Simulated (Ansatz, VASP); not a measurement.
# LiY16 in VASP and in Ansatz

```
CELL_PARAMETERS angstrom
-3.65000 -6.32198 0.00000
5.47500 -3.16099 0.00000
0.00000 0.00000 11.46830
ATOMIC_POSITIONS crystal
Y 0.72461 0.51234 0.03563
Y 0.47931 0.31658 0.25179
Y 0.74793 0.48367 0.52002
Y 0.52933 0.36207 0.77376
Y 0.48573 0.98044 0.99446
Y 0.22053 0.82872 0.22726
Y 0.46476 0.03024 0.50553
Y 0.24526 0.79346 0.75055
Y 0.22664 0.46741 0.00442
Y 0.97806 0.32827 0.26395
Y 0.26809 0.53235 0.48490
Y 0.09040 0.26180 0.70973
Y 0.96149 0.01649 0.98425
Y 0.71888 0.82415 0.26458
Y 0.98908 0.96749 0.48536
Y 0.72595 0.89863 0.72762
Li 0.90042 0.55777 0.82487
```

Alike in both runs: functional PBE; k mesh 2 × 2 × 1; occupations fermi-dirac, width 0.05 eV; no spin polarisation.

Ansatz relaxed the structure, and its values are those at the end. VASP's run is a single point on that final structure, the one shown.

```csv
,VASP,Ansatz
version,VASP 6.6.1,Ansatz 0.2.0
potentials or method,"VASP PAW PBE potentials, release 64 (Y_sv, Li_sv), cutoff 520 eV","scalar-relativistic, plane waves, PAW"
valence electrons in the cell,179,179
```

|  | VASP | Ansatz | Ansatz less VASP |
| --- | --- | --- | --- |
| rms of the force components (eV/Å) | 0.022 | 0.022 | -0.0003 |

The k mesh is coarse, so the values compare programs but aren't converged. Noted on VASP's run: the cutoff is under 1.25 times that of the potentials, so the pressure is a little rough.
